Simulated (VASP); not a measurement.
# W2I (Fm-3m) in VASP: further runs, part 2 of 2

VASP 6.6.1.

## 4. Single point, PBE

This run uses another cell than the first one, of 24.32 Å³/atom.

INCAR reads:

```
SYSTEM = W2I
PREC = Accurate
ENCUT = 520
EDIFF = 1E-6
ISMEAR = 0
SIGMA = 0.1
LREAL = .FALSE.
LASPH = .TRUE.
NELM = 100
ALGO = Normal
ISIF = 2
LWAVE = .FALSE.
LCHARG = .FALSE.
GGA = PE
NBANDS = 24
```

KPOINTS reads:

```
regular mesh
0
G
  6 6 6
  0 0 0
```

POSCAR reads:

```
W2I
1.0
    0.0000000000      3.3165158216      3.3165158216
    3.3165158216      0.0000000000      3.3165158216
    3.3165158216      3.3165158216      0.0000000000
W I
2 1
Direct
    0.2500000000      0.2500000000      0.2500000000
    0.7500000000      0.7500000000      0.7500000000
    0.0000000000      0.0000000000      0.0000000000
```

Potentials or basis: VASP PAW PBE potentials, release 64 (W_sv, I).

Launch:

```
cat potpaw_PBE.64/W_sv/POTCAR potpaw_PBE.64/I/POTCAR > POTCAR
mpirun -np 1 vasp_std > vasp.out
```

OUTCAR:

```text
SYSTEM = W2I
   PREC = Accurate
   ENCUT = 520
   EDIFF = 1E-6
   ISMEAR = 0
   LREAL = .FALSE.
   LASPH = .TRUE.
   NELM = 100
   ISIF = 2
   GGA = PE

 ion  position               nearest neighbor table
   1  0.250  0.250  0.250-   3 2.87   3 2.87   3 2.87   3 2.87   2 3.32   2 3.32   2 3.32   2 3.32
                             2 3.32   2 3.32
   2  0.750  0.750  0.750-   3 2.87   3 2.87   3 2.87   3 2.87   1 3.32   1 3.32   1 3.32   1 3.32
                             1 3.32   1 3.32
   3  0.000  0.000  0.000-   2 2.87   2 2.87   2 2.87   1 2.87   2 2.87   1 2.87   1 2.87   1 2.87

  LATTYP: Found a face centered cubic cell.
 ALAT       =     6.6330316432

  Lattice vectors:

 A1 = (   0.0000000000,   3.3165158216,   3.3165158216)
 A2 = (   3.3165158216,   0.0000000000,   3.3165158216)
 A3 = (   3.3165158216,   3.3165158216,   0.0000000000)

Analysis of symmetry for initial positions (statically):
=====================================================================
 Subroutine PRICEL returns:
 Original cell was already a primitive cell.

 Routine SETGRP: Setting up the symmetry group for a
 face centered cubic supercell.

 Subroutine GETGRP returns: Found 48 space group operations
 (whereof 48 operations were pure point group operations)
 out of a pool of 48 trial point group operations.

The static configuration has the point symmetry O_h .

Analysis of symmetry for dynamics (positions and initial velocities):
=====================================================================
 Subroutine PRICEL returns:
 Original cell was already a primitive cell.

 Routine SETGRP: Setting up the symmetry group for a
 face centered cubic supercell.

 Subroutine GETGRP returns: Found 48 space group operations
 (whereof 48 operations were pure point group operations)
 out of a pool of 48 trial point group operations.

The dynamic configuration has the point symmetry O_h .

[... 107 lines left out ...]
   EFERMI_NEDOS =   21; number of points for ismear=-14 and -15
   IALGO  =     38    algorithm
   IMIX   =      4    mixing-type and parameters
     AMIX     =   0.40;   BMIX     =  1.00
     AMIX_MAG =   1.60;   BMIX_MAG =  1.00
  volume/ion in A,a.u.               =      24.32       164.12
  Fermi-wavevector in a.u.,A,eV,Ry     =   1.281559  2.421796 22.346137  1.642395
  Thomas-Fermi vector in A             =   2.413922
   LORBIT       =      0    0 simple, 1 ext, 2 COOP (PROOUT), +10 PAW based schemes
   GGA     = PE    functional components
   LHFCALC =     F    Hartree Fock is set to
   AEXX    =    0.0000 exact exchange contribution
   IVDW    =     0    specifies the selected vdW correction
   LEPSILON=     F    determine dielectric tensor
   LRPA    =     F    only Hartree local field effects (RPA)
 non-spin polarized calculation
 Gauss-broadening in eV      SIGMA  =   0.10
  energy-cutoff  :      520.00
  volume of cell :       72.96
 maximum number of plane-waves:      1989
   NGX = 17   NGY = 17   NGZ = 17

 number of electron      35.0000003 magnetization

 Free energy of the ion-electron system (eV)
  ---------------------------------------------------
  ext. energy  EPLUGINS =         0.00000000
  ---------------------------------------------------
  free energy    TOTEN  =       -19.96172728 eV

  energy without entropy =      -19.92527627  energy(sigma->0) =      -19.94350178

 E-fermi :   7.9046     XC(G=0): -10.9897

 val. band max:        7.8895860560   @ k =  -0.1667   0.1667   0.0000
 cond. band min:       7.9384214826   @ k =  -0.3333   0.3333   0.0000
 fundamental gap:      0.0488354266
 Fermi energy:         7.9046181768

 k-point     1 :       0.0000    0.0000    0.0000
  band No.  band energies     occupation
      1     -66.3744      2.00000
      2     -66.3617      2.00000
      3     -30.5863      2.00000
      4     -30.5863      2.00000
      5     -30.5863      2.00000
      6     -30.4843      2.00000
[... 421 lines left out ...]
     23      11.6402      0.00000
     24      11.7648      0.00000

------------------------ aborting loop because EDIFF is reached ----------------------------------------

  FORCE on cell =-STRESS in cart. coord.  units (eV):
  Direction    XX          YY          ZZ          XY          YZ          ZX
  --------------------------------------------------------------------------------------
  -------------------------------------------------------------------------------------
  Total       -8.1863170     -8.1863170     -8.1863170      0.0000000      0.0000000      0.0000000
  in kB     -179.7723617   -179.7723617   -179.7723617      0.0000000      0.0000000      0.0000000
  external PRESSURE =    -179.7723617 kB  Pullay stress =       0.0000000 kB

 VOLUME and BASIS-vectors are now :
 -----------------------------------------------------------------------------
  energy-cutoff  :      520.00
  volume of cell :       72.96
      direct lattice vectors                 reciprocal lattice vectors
     0.000000000  3.316515822  3.316515822    -0.150760626  0.150760626  0.150760626
     3.316515822  0.000000000  3.316515822     0.150760626 -0.150760626  0.150760626
     3.316515822  3.316515822  0.000000000     0.150760626  0.150760626 -0.150760626

 POSITION                                       TOTAL-FORCE (eV/Angst)
 -----------------------------------------------------------------------------------
      1.65826      1.65826      1.65826         0.000000      0.000000     -0.000000
      4.97477      4.97477      4.97477        -0.000000     -0.000000      0.000000
      0.00000      0.00000      0.00000         0.000000      0.000000      0.000000
 -----------------------------------------------------------------------------------
    total drift:                                0.000000      0.000000      0.000000

  FREE ENERGIE OF THE ION-ELECTRON SYSTEM (eV)
  ---------------------------------------------------
  free  energy   TOTEN  =       -19.9617272797 eV

  energy  without entropy=      -19.9252762718  energy(sigma->0) =      -19.94350178
```

OSZICAR:

```text
N       E                     dE             d eps       ncg     rms          rms(c)
DAV:   1     0.346853423866E+03    0.34685E+03   -0.19824E+04   832   0.144E+03
DAV:   2    -0.645647473149E+01   -0.35331E+03   -0.34491E+03   856   0.428E+02
DAV:   3    -0.205190524465E+02   -0.14063E+02   -0.13571E+02   984   0.796E+01
DAV:   4    -0.208178720415E+02   -0.29882E+00   -0.29719E+00   888   0.123E+01
DAV:   5    -0.208240453188E+02   -0.61733E-02   -0.61687E-02   968   0.174E+00    0.188E+01
DAV:   6    -0.200712561056E+02    0.75279E+00   -0.21396E+00   904   0.950E+00    0.667E+00
DAV:   7    -0.199676445520E+02    0.10361E+00   -0.25784E-01   888   0.267E+00    0.259E+00
DAV:   8    -0.199623449521E+02    0.52996E-02   -0.32368E-02   864   0.826E-01    0.151E+00
DAV:   9    -0.199616981961E+02    0.64676E-03   -0.22053E-03   896   0.334E-01    0.595E-01
DAV:  10    -0.199617277459E+02   -0.29550E-04   -0.31810E-04   912   0.129E-01    0.671E-02
DAV:  11    -0.199617272797E+02    0.46614E-06   -0.91067E-06   944   0.206E-02
   1 F= -.19961727E+02 E0= -.19943502E+02  d E =-.364510E-01
```

stdout:

```text
POSCAR found type information on POSCAR W I
 POSCAR found :  2 types and       3 ions
 scaLAPACK will be used
 LDA part: xc-table for (Slater+PW92), standard interpolation
 POSCAR, INCAR and KPOINTS ok, starting setup
 FFT: planning ... GRIDC
 FFT: planning ... GRID_SOFT
 FFT: planning ... GRID
 WAVECAR not read
 entering main loop
```

Run time: 21 s. Hardware: 1 thread of AMD EPYC 7R13 (Zen 3), shared host; peak memory 0.18 GiB.

What came out:

```yaml
Free_energy: -19.9617 eV
Pressure: -18.0 GPa
Band_gap_on_the_k_mesh: zero (an odd number of electrons rules out a gap without spin polarisation)
```

Levels at points of the mesh, in eV from the Fermi level:
| k point | band 13 | band 14 | band 15 | band 16 | band 17 | band 18 | band 19 | band 20 | band 21 | band 22 |
| --- | --- | --- | --- | --- | --- | --- | --- | --- | --- | --- |
| (0.00, 0.00, 0.00) | -2.66 | -2.66 | -2.53 | 0.93 | 0.93 | 0.93 | 2.21 | 2.21 | 2.21 | 2.65 |
| (0.50, 0.00, 0.00) | -1.62 | -1.39 | -1.39 | -0.99 | -0.58 | -0.58 | -0.49 | -0.49 | 1.32 | 2.94 |
| (0.50, 0.50, 0.00) | -2.96 | -2.49 | -2.05 | -0.30 | -0.30 | 0.22 | 0.22 | 1.29 | 1.74 | 2.54 |

Caveat: the cell stands under tension; spin-orbit coupling is left out, which moves the levels of the heavy elements.

## 5. Relaxation of cell and atoms, PBE

This run uses another cell than the first one, of 24.32 Å³/atom.

INCAR reads:

```
PREC = Accurate ; ENCUT = 600
EDIFF = 1E-6 ; ISMEAR = 0
SIGMA = 0.1 ; LREAL = F
LASPH = T ; NELM = 100
ALGO = Normal ; ISIF = 3
LWAVE = F ; LCHARG = F
GGA = PE ; IBRION = 2
NSW = 90 ; EDIFFG = -0.04
```

KPOINTS reads:

```
Automatic mesh
0
Gamma
  4 4 4
```

POSCAR is that of step 4.

Launch:

```
cat potpaw_PBE.64/W_sv/POTCAR potpaw_PBE.64/I/POTCAR > POTCAR
mpirun -np 1 vasp_std > vasp.out
```

It took 67 s on 1 thread of AMD EPYC 7R13 (Zen 3), shared host; peak memory 0.22 GiB.

Results (log left out):

```
Free energy                           : -20.7317 eV
Relaxed volume                        : 20.48 Å³/atom
Relaxed cell                          : a = 4.429 Å, b = 4.429 Å, c = 4.429 Å, α = 60.00°, β = 60.00°, γ = 60.00°
Space group after relaxing (to 0.1 Å) : Fm-3m (No. 225)
Energy gained by relaxing             : 235.7 meV/atom
Ionic steps                           : 5
Pressure after relaxing               : 0.2 GPa
Band gap on the k mesh                : zero (an odd number of electrons rules out a gap without spin polarisation)
```

The path:
```
step  energy change (eV)  largest force (eV/Å)  pressure (GPa)  volume (Å³)
   1              0.0000                0.0000          -17.13        72.96
   2              1.2144                0.0000           61.30        48.80
   3             -0.7040                0.0000           -1.57        62.11
   4             -0.7068                0.0000           -0.40        61.66
   5             -0.7070                0.0000            0.16        61.45
```

Final structure:
```
W I
1.0
     0.00000    3.13203    3.13203
     3.13203    0.00000    3.13203
     3.13203    3.13203    0.00000
W I
2 1
Direct
  0.25000 0.25000 0.25000
  0.75000 0.75000 0.75000
  0.00000 0.00000 0.00000
```

Levels at points of the mesh, in eV from the Fermi level:
```tsv
k point	band 13	band 14	band 15	band 16	band 17	band 18	band 19	band 20	band 21
(0.00, 0.00, 0.00)	-3.52	-3.52	-2.24	1.11	1.11	1.11	2.84	2.84	2.84
(0.50, 0.00, 0.00)	-1.94	-1.94	-1.78	-1.49	-0.89	-0.89	-0.80	-0.80	2.20
(0.50, 0.50, 0.00)	-3.60	-3.35	-2.77	-0.52	-0.52	0.04	0.04	1.54	2.32
```

Caveat: the k points lie up to 0.43 Å⁻¹ apart in the final cell, too coarse for converged energies and pressures of a metal; the volume moved by over 15 % at a fixed basis, so the end points are rough; spin-orbit coupling is left out, which moves the levels of the heavy elements.

## 6. Summary

```tsv
task	cell	k mesh	cutoff (eV)	gap on the mesh (eV)	pressure (GPa)
single point	a = 4.431 Å, angles 60.0°, 3 atoms	4 × 4 × 4	520	none	-0.1
single point	a = 4.419 Å, angles 60.0°, 3 atoms	6 × 6 × 6	520	none	-0.1
single point	a = 4.690 Å, angles 60.0°, 3 atoms	6 × 6 × 6	520	none	-18.0
relaxation of cell and atoms	relaxed from a = 4.690 Å, angles 60.0°, 3 atoms	4 × 4 × 4	600	none	0.2
```

Alike in all rows: level PBE; potentials or basis VASP PAW PBE potentials, release 64 (W_sv, I); no spin polarisation; smearing gaussian 0.1 eV.

Caveats: some runs use coarse meshes; spin-orbit coupling is left out, which moves the levels of the heavy elements; the cell stands under tension (at least some runs); the volume moved by over 15 % at a fixed basis, so the end points are rough (at least some runs).

Absolute energies hang on the potentials; compare differences alone.

The gap in the log of VASP goes by the Fermi energy; the results here count the filled bands.